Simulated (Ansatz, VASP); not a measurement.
## AlN in VASP and in Ansatz

```
Al N
1.0
    -1.54434    2.67488    0.00000
     0.00000    0.00000    4.94329
     4.63303    2.67488    0.00000
Al N
4 4
Direct
  0.50000 0.99701 0.16667
  0.00000 0.99701 0.66667
  0.00000 0.49701 0.33333
  0.50000 0.49701 0.83333
  0.50000 0.37899 0.16667
  0.00000 0.37899 0.66667
  0.00000 0.87899 0.33333
  0.50000 0.87899 0.83333
```

Alike in both runs: task single point; functional LDA; k mesh 10 × 6 × 6; occupations fermi-dirac, width 0.02 eV; no spin polarisation.

|  | VASP | Ansatz |
| --- | --- | --- |
| version | VASP 6.6.1 | Ansatz 0.2.0 |
| potentials or method | VASP PAW LDA potentials, release 64 (Al, N), cutoff 520 eV | all-electron LAPW, scalar-relativistic |

```csv
,VASP,Ansatz,Ansatz less VASP
gap on the k mesh at the Fermi level (eV),4.42,4.42,-0.007
pressure (GPa),0.6,0.0,-0.62
```

LDA's correlation is that of Perdew and Zunger in VASP and of Perdew and Wang (1992) in Ansatz. Ansatz ran all-electron here, and VASP with PAW potentials.
